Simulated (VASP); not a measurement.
Wanted: the native input for a VASP 6.6.1 run.

| Property | Result |
| --- | --- |
| Task | single point |
| Functional | PBE |
| Potentials or basis | VASP PAW PBE potentials, release 64 (Bi_d, S) |
| Cutoff | 520 eV |
| k mesh | 7 × 7 × 7 |
| Occupations | gaussian, width 0.015 eV |
| Spin | no spin polarisation |
| Dipole correction | no |
| Further INCAR settings | ALGO = Normal; EDIFF = 1e-07; NBANDS = 18 |

The structure of BiS lies in POSCAR:

```
BiS
1.0
    4.0029443400      0.0000000000      0.0000000000
    0.0000000000      4.0029443400      0.0000000000
    0.0000000000      0.0000000000      4.0029443400
Bi S
1 1
Direct
    0.5000000000      0.5000000000      0.5000000000
    0.0000000000      0.0000000000      0.0000000000
```

The input as run:

INCAR

```
SYSTEM = BiS
ALGO = Normal
EDIFF = 1E-7
ENCUT = 520
GGA = PE
ISIF = 2
ISMEAR = 0
LASPH = .TRUE.
LCHARG = .FALSE.
LREAL = .FALSE.
LWAVE = .FALSE.
NBANDS = 18
NELM = 100
PREC = Accurate
SIGMA = 0.015
```

KPOINTS

```
k-points
0
G
  7 7 7
  0 0 0
```

Potentials or basis: VASP PAW PBE potentials, release 64 (Bi_d, S).

Command:

```sh
$ cat potpaw_PBE.64/Bi_d/POTCAR potpaw_PBE.64/S/POTCAR > POTCAR
$ mpirun -np 1 vasp_std > vasp.out
```

Results of the run:

```yaml
Pressure: -10.9 GPa
```

It took 8.4 s on 1 thread of Intel(R) Xeon(R) 6975P-C (Granite Rapids) (shared host), peak memory 0.17 GiB.
